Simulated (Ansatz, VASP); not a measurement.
# Zn6InO8 in VASP and in Ansatz

```
CELL_PARAMETERS angstrom
-3.20490 -5.55105 0.00000
4.80735 -2.77553 0.00000
0.00000 0.00000 5.12160
ATOMIC_POSITIONS crystal
Zn 0.50185 0.68235 0.49878
Zn 0.24550 0.82403 0.00858
Zn 0.22989 0.17218 0.50098
Zn 0.00069 0.32576 0.00584
Zn 0.98460 0.66569 0.49573
Zn 0.76424 0.84181 0.00095
O 0.48042 0.34519 0.40733
O 0.50426 0.67656 0.88499
O 0.24145 0.83737 0.38971
O 0.25231 0.15701 0.88490
O 0.99480 0.34182 0.37592
O 0.00388 0.65705 0.87644
O 0.74624 0.83138 0.37175
O 0.77369 0.15469 0.85148
In 0.52617 0.32044 0.01301
```

Alike in both runs: functional PBE; k mesh 2 × 2 × 2; occupations gaussian, width 0.05 eV; collinear spin.

Ansatz relaxed the structure, and its values are those at the end. VASP's run is a single point on that final structure, the one shown.

|  | VASP | Ansatz |
| --- | --- | --- |
| version | VASP 6.6.1 | Ansatz 0.2.0 |
| potentials or method | VASP PAW PBE potentials, release 64 (Zn, O, In_d), cutoff 520 eV | scalar-relativistic, plane waves, PAW |
| valence electrons in the cell | 133 | 133 |

Ansatz gave:

* rms of the force components (eV/Å): 0.004
* net moment per atom (μB): 0.03
* size of the moment on the site where the two differ most (μB): 0.09

Problem. Estimate VASP's values.

Solution. rms of the force components (eV/Å): 0.024; net moment per atom (μB): 0.00; size of the moment on the site where the two differ most (μB): 0.00.

Site moments also hang on the region over which each program counts them. The functional is the same, so the differences come from potentials, cutoffs and numerics.

The k mesh is coarse, so the values compare programs but aren't converged.
